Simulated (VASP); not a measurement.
# Cu3Pd (Pm-3m) in VASP: a series of runs

Cu3Pd is run at these levels: LDA; tasks: relaxation of cell and atoms.

Program: VASP 6.6.1. These are calculated values, not measurements. Logs are shortened: lines on timing, memory, paths and dates and some standing lists are left out, and cuts for length are marked.

**1. The cell of the first run**

The structure is cubic, space group Pm-3m (No. 221). Conventional cell: a = 3.611 Å, b = 3.611 Å, c = 3.611 Å, α = 90.00°, β = 90.00°, γ = 90.00°. Cu (site symmetry 4/mmm) has 8 Cu at 2.55 Å and 4 Pd at 2.55 Å within 3.4 Å. Pd (site symmetry m-3m) has 12 Cu at 2.55 Å within 3.4 Å.

**2. Relaxation of cell and atoms, LDA**

The input, INCAR:

```
SYSTEM = Cu3Pd
  PREC = Accurate
  ENCUT = 600
  EDIFF = 1E-7
  ISMEAR = 0
  SIGMA = 0.1
  LREAL = .False.
  LASPH = .True.
  NELM = 80
  ALGO = Fast
  ISIF = 3
  LWAVE = .False.
  LCHARG = .False.
  GGA = CA
  IBRION = 2
  NSW = 100
  EDIFFG = -0.005
```

The input, KPOINTS:

```
regular mesh
0
Gamma
  12 12 12
  0 0 0
```

The input, POSCAR:

```
Cu3Pd
1.0
    3.6108015725      0.0000000000      0.0000000000
    0.0000000000      3.6108015725      0.0000000000
    0.0000000000      0.0000000000      3.6108015725
Cu Pd
3 1
Direct
    0.0000000000      0.5000000000      0.5000000000
    0.5000000000      0.0000000000      0.5000000000
    0.5000000000      0.5000000000      0.0000000000
    0.0000000000      0.0000000000      0.0000000000
```

Potentials or basis: VASP PAW LDA potentials, release 64 (Cu, Pd).

Launch:

```
> cat potpaw_LDA.64/Cu/POTCAR potpaw_LDA.64/Pd/POTCAR > POTCAR
> mpirun -np 1 vasp_std > vasp.out
```

OUTCAR:

```text
SYSTEM = Cu3Pd
   PREC = Accurate
   ENCUT = 600
   EDIFF = 1E-7
   ISMEAR = 0
   LREAL = .False.
   LASPH = .True.
   NELM = 80
   ISIF = 3
   GGA = CA
   IBRION = 2
   NSW = 100
   EDIFFG = -0.005

 ion  position               nearest neighbor table
   1  0.000  0.500  0.500-   2 2.55   3 2.55   4 2.55   3 2.55   4 2.55   2 2.55   4 2.55   4 2.55
                             2 2.55   3 2.55   3 2.55   2 2.55
   2  0.500  0.000  0.500-   1 2.55   3 2.55   4 2.55   3 2.55   4 2.55   1 2.55   3 2.55   3 2.55
                             1 2.55   4 2.55   4 2.55   1 2.55
   3  0.500  0.500  0.000-   1 2.55   2 2.55   4 2.55   1 2.55   2 2.55   2 2.55   4 2.55   2 2.55
                             1 2.55   4 2.55   1 2.55   4 2.55
   4  0.000  0.000  0.000-   1 2.55   2 2.55   3 2.55   1 2.55   2 2.55   1 2.55   3 2.55   1 2.55
                             2 2.55   3 2.55   2 2.55   3 2.55

  LATTYP: Found a simple cubic cell.
 ALAT       =     3.6108015725

  Lattice vectors:

 A1 = (   3.6108015725,   0.0000000000,   0.0000000000)
 A2 = (   0.0000000000,   3.6108015725,   0.0000000000)
 A3 = (   0.0000000000,   0.0000000000,   3.6108015725)

Analysis of symmetry for initial positions (statically):
=====================================================================
 Subroutine PRICEL returns:
 Original cell was already a primitive cell.

 Routine SETGRP: Setting up the symmetry group for a
 simple cubic supercell.

 Subroutine GETGRP returns: Found 48 space group operations
 (whereof 48 operations were pure point group operations)
 out of a pool of 48 trial point group operations.

The static configuration has the point symmetry O_h .

Analysis of symmetry for dynamics (positions and initial velocities):
=====================================================================
 Subroutine PRICEL returns:
 Original cell was already a primitive cell.

 Routine SETGRP: Setting up the symmetry group for a
 simple cubic supercell.

 Subroutine GETGRP returns: Found 48 space group operations
 (whereof 48 operations were pure point group operations)
 out of a pool of 48 trial point group operations.

The dynamic configuration has the point symmetry O_h .

 Subroutine INISYM returns: Found 48 space group operations
 (whereof 48 operations are pure point group operations),
 and found     1 'primitive' translations

----------------------------------------------------------------------------------------

                                     Primitive cell

  volume of cell :      47.0772

  direct lattice vectors                    reciprocal lattice vectors
     3.610801572  0.000000000  0.000000000     0.276946816  0.000000000  0.000000000
     0.000000000  3.610801572  0.000000000     0.000000000  0.276946816  0.000000000
     0.000000000  0.000000000  3.610801572     0.000000000  0.000000000  0.276946816

  length of vectors
     3.610801572  3.610801572  3.610801572     0.276946816  0.276946816  0.276946816

  position of ions in fractional coordinates (direct lattice)
     0.000000000  0.500000000  0.500000000
     0.500000000  0.000000000  0.500000000
     0.500000000  0.500000000  0.000000000
     0.000000000  0.000000000  0.000000000

  ion indices of the primitive-cell ions
   primitive index   ion index
                 1           1
                 2           2
                 3           3
                 4           4

----------------------------------------------------------------------------------------

 KPOINTS: regular mesh

Automatic generation of k-mesh.
 Grid dimensions read from file:
 generate k-points for:   12   12   12

 Generating k-lattice:

  Cartesian coordinates                     Fractional coordinates (reciprocal lattice)
     0.023078901  0.000000000  0.000000000     0.083333333  0.000000000  0.000000000
     0.000000000  0.023078901  0.000000000     0.000000000  0.083333333  0.000000000
     0.000000000  0.000000000  0.023078901     0.000000000  0.000000000  0.083333333

  Length of vectors
     0.023078901  0.023078901  0.023078901

  Shift w.r.t. Gamma in fractional coordinates (k-lattice)
     0.000000000  0.000000000  0.000000000

 Subroutine IBZKPT returns following result:
 ===========================================

 Found     84 irreducible k-points:

 Following reciprocal coordinates:
            Coordinates               Weight
  0.000000  0.000000  0.000000      1.000000
  0.083333  0.000000  0.000000      6.000000
  0.166667  0.000000  0.000000      6.000000
  0.250000  0.000000  0.000000      6.000000
  0.333333  0.000000  0.000000      6.000000
  0.416667  0.000000  0.000000      6.000000
[... 16 lines left out ...]
  0.333333  0.333333  0.000000     12.000000
  0.416667  0.333333  0.000000     24.000000
 [... further k-points ...]
   k-points           NKPTS =     84   k-points in BZ     NKDIM =     84   number of bands    NBANDS=     25
   number of dos      NEDOS =    301   number of ions     NIONS =      4
   total plane-waves  NPLWV =  27000
   dimension x,y,z NGX =    30 NGY =   30 NGZ =   30
   dimension x,y,z NGXF=    60 NGYF=   60 NGZF=   60
   ions per type =               3   1
   NGX,Y,Z   is equivalent  to a cutoff of  13.81, 13.81, 13.81 a.u.
   NGXF,Y,Z  is equivalent  to a cutoff of  27.62, 27.62, 27.62 a.u.
 SYSTEM =  Cu3Pd
   PREC   = accura    normal or accurate (medium, high low for compatibility)
   ISTART =      0    job   : 0-new  1-cont  2-samecut
   ICHARG =      2    charge: 1-file 2-atom 10-const
   ISPIN  =      1    spin polarized calculation?
   LNONCOLLINEAR =      F non collinear calculations
   LSORBIT =      F    spin-orbit coupling
   LASPH  =      T    aspherical Exc in radial PAW
   ENCUT  =  600.0 eV  44.10 Ry    6.64 a.u.   7.21  7.21  7.21*2*pi/ulx,y,z
   NELM   =     80;   NELMIN=  2; NELMDL= -5     # of ELM steps
   EDIFF  = 0.1E-06   stopping-criterion for ELM
   LREAL  =      F    real-space projection
   EDIFFG = -.5E-02   stopping-criterion for IOM
   NSW    =    100    number of steps for IOM
   IBRION =      2    ionic relax: 0-MD 1-quasi-New 2-CG
   NFREE  =      1    steps in history (QN), initial steepest desc. (CG)
   ISIF   =      3    stress and relaxation
   ISYM   =      2    0-nonsym 1-usesym 2-fastsym
   POTIM  = 0.5000    time-step for ionic-motion
   TEBEG  =    0.0;   TEEND  =   0.0 temperature during run
   PSTRESS=    0.0 pullay stress
   NELECT =      43.0000    total number of electrons
   NUPDOWN=      -1.0000    fix difference up-down
   EMIN   =  10.00;   EMAX   =-10.00  energy-range for DOS
   EFERMI =   0.00;   METHOD = LEGACY
   ISMEAR =     0;   SIGMA  =   0.10  broadening in eV -4-tet -1-fermi 0-gaus
   EFERMI_NEDOS =   21; number of points for ismear=-14 and -15
   IALGO  =     68    algorithm
   IMIX   =      4    mixing-type and parameters
     AMIX     =   0.40;   BMIX     =  1.00
     AMIX_MAG =   1.60;   BMIX_MAG =  1.00
  volume/ion in A,a.u.               =      11.77        79.42
  Fermi-wavevector in a.u.,A,eV,Ry     =   1.588403  3.001646 34.327826  2.523024
  Thomas-Fermi vector in A             =   2.687412
   LORBIT       =      0    0 simple, 1 ext, 2 COOP (PROOUT), +10 PAW based schemes
   GGA     = CA    functional components
   LHFCALC =     F    Hartree Fock is set to
   AEXX    =    0.0000 exact exchange contribution
   IVDW    =     0    specifies the selected vdW correction
   LEPSILON=     F    determine dielectric tensor
   LRPA    =     F    only Hartree local field effects (RPA)
 conjugate gradient relaxation of ions
 non-spin polarized calculation
 RMM-DIIS sequential band-by-band and
 Gauss-broadening in eV      SIGMA  =   0.10
  energy-cutoff  :      600.00
  volume of cell :       47.08
 maximum number of plane-waves:      1596
 NGX is ok and might be reduce to    30
   NGX = 15   NGY = 15   NGZ = 15

--------------------------------------- Ionic step        1  -------------------------------------------

 number of electron      42.9999975 magnetization

 Free energy of the ion-electron system (eV)
  ---------------------------------------------------
  ext. energy  EPLUGINS =         0.00000000
  ---------------------------------------------------
  free energy    TOTEN  =       -21.00868732 eV

  energy without entropy =      -21.00258079  energy(sigma->0) =      -21.00563405

------------------------ aborting loop because EDIFF is reached ----------------------------------------

  FORCE on cell =-STRESS in cart. coord.  units (eV):
  Direction    XX          YY          ZZ          XY          YZ          ZX
  --------------------------------------------------------------------------------------
  -------------------------------------------------------------------------------------
  Total        0.1470110      0.1470110      0.1470110      0.0000000      0.0000000     -0.0000000
  in kB        5.0032205      5.0032205      5.0032205      0.0000000      0.0000000     -0.0000000
  external PRESSURE =       5.0032205 kB  Pullay stress =       0.0000000 kB

 VOLUME and BASIS-vectors are now :
 -----------------------------------------------------------------------------
  energy-cutoff  :      600.00
  volume of cell :       47.08
      direct lattice vectors                 reciprocal lattice vectors
     3.610801572  0.000000000  0.000000000     0.276946816  0.000000000  0.000000000
     0.000000000  3.610801572  0.000000000     0.000000000  0.276946816  0.000000000
     0.000000000  0.000000000  3.610801572     0.000000000  0.000000000  0.276946816
[... 77 lines left out ...]
 POSITION                                       TOTAL-FORCE (eV/Angst)
 -----------------------------------------------------------------------------------
      0.00000      1.80825      1.80825         0.000000      0.000000      0.000000
      1.80825      0.00000      1.80825        -0.000000      0.000000      0.000000
      1.80825      1.80825     -0.00000        -0.000000     -0.000000      0.000000
      0.00000      0.00000      0.00000        -0.000000     -0.000000      0.000000
 -----------------------------------------------------------------------------------
    total drift:                                0.000000      0.000000     -0.000000

  FREE ENERGIE OF THE ION-ELECTRON SYSTEM (eV)
  ---------------------------------------------------
  free  energy   TOTEN  =       -21.0093043685 eV

  energy  without entropy=      -21.0031411736  energy(sigma->0) =      -21.00622277

--------------------------------------- Ionic step        4  -------------------------------------------

 number of electron      42.9999977 magnetization

 Free energy of the ion-electron system (eV)
  ---------------------------------------------------
  ext. energy  EPLUGINS =         0.00000000
  ---------------------------------------------------
  free energy    TOTEN  =       -21.00929772 eV

  energy without entropy =      -21.00314190  energy(sigma->0) =      -21.00621981

 E-fermi :   8.6811     XC(G=0): -13.5681

 val. band max:        8.6796429775   @ k =   0.4167   0.3333   0.0833
 cond. band min:       8.6934724759   @ k =   0.5000   0.5000   0.2500
 fundamental gap:      0.0138294984
 Fermi energy:         8.6811348255

 k-point     1 :       0.0000    0.0000    0.0000
  band No.  band energies     occupation
      1      -0.3676      2.00000
      2       3.1328      2.00000
      3       3.1328      2.00000
      4       3.9137      2.00000
      5       3.9137      2.00000
      6       3.9137      2.00000
[... 17 lines left out ...]
     24      10.7591      0.00000
     25      17.4171      0.00000
[... 621 lines left out ...]
      3       4.3324      2.00000
      4       4.6086      2.00000
      5       4.6733      2.00000
      6       4.8577      2.00000
[... 17 lines left out ...]
     24      12.1095      0.00000
     25      16.7556      0.00000

 [... further k-points ...]
[... 5 lines left out ...]
  --------------------------------------------------------------------------------------
  -------------------------------------------------------------------------------------
  Total        0.0190646      0.0190646      0.0190646      0.0000000      0.0000000      0.0000000
  in kB        0.6461551      0.6461551      0.6461551      0.0000000      0.0000000      0.0000000
  external PRESSURE =       0.6461551 kB  Pullay stress =       0.0000000 kB

 VOLUME and BASIS-vectors are now :
 -----------------------------------------------------------------------------
  energy-cutoff  :      600.00
  volume of cell :       47.27
      direct lattice vectors                 reciprocal lattice vectors
     3.615764590 -0.000000000 -0.000000000     0.276566678 -0.000000000 -0.000000000
     0.000000000  3.615764590 -0.000000000     0.000000000  0.276566678 -0.000000000
     0.000000000  0.000000000  3.615764590     0.000000000  0.000000000  0.276566678

 POSITION                                       TOTAL-FORCE (eV/Angst)
 -----------------------------------------------------------------------------------
      0.00000      1.80788      1.80788         0.000000      0.000000      0.000000
      1.80788      0.00000      1.80788        -0.000000      0.000000      0.000000
      1.80788      1.80788     -0.00000        -0.000000     -0.000000      0.000000
      0.00000      0.00000      0.00000        -0.000000     -0.000000      0.000000
 -----------------------------------------------------------------------------------
    total drift:                                0.000000      0.000000     -0.000000

  FREE ENERGIE OF THE ION-ELECTRON SYSTEM (eV)
  ---------------------------------------------------
  free  energy   TOTEN  =       -21.0092977188 eV

  energy  without entropy=      -21.0031418970  energy(sigma->0) =      -21.00621981

 reached required accuracy - stopping structural energy minimisation
```

It took 9 min on 1 thread of Intel Xeon 8259CL, shared host; peak memory 0.24 GiB.

Results:

```yaml
Free_energy: -21.0093 eV
Relaxed_volume: 11.82 Å³/atom
Relaxed_cell: a = 3.616 Å, b = 3.616 Å, c = 3.616 Å, α = 90.00°, β = 90.00°, γ = 90.00°
Space_group_after_relaxing_to_0.1_Å: Pm-3m (No. 221)
Energy_gained_by_relaxing: 0.2 meV/atom
Ionic_steps: 4
Pressure_after_relaxing: 0.1 GPa
Band_gap_on_the_k_mesh: zero (an odd number of electrons rules out a gap without spin polarisation)
```

Step by step:
| step | energy change (eV) | largest force (eV/Å) | pressure (GPa) | volume (Å³) |
| --- | --- | --- | --- | --- |
| 1 | 0.0000 | 0.0000 | 0.50 | 47.08 |
| 2 | -0.0006 | 0.0000 | -0.22 | 47.33 |
| 3 | -0.0006 | 0.0000 | -0.07 | 47.30 |
| 4 | -0.0006 | 0.0000 | 0.06 | 47.27 |

Final structure:
```
Cu Pd
1.0
     3.61576    0.00000    0.00000
     0.00000    3.61576    0.00000
     0.00000    0.00000    3.61576
Cu Pd
3 1
Direct
  0.00000 0.50000 0.50000
  0.50000 0.00000 0.50000
  0.50000 0.50000 0.00000
  0.00000 0.00000 0.00000
```

[end of part 1 of 2]
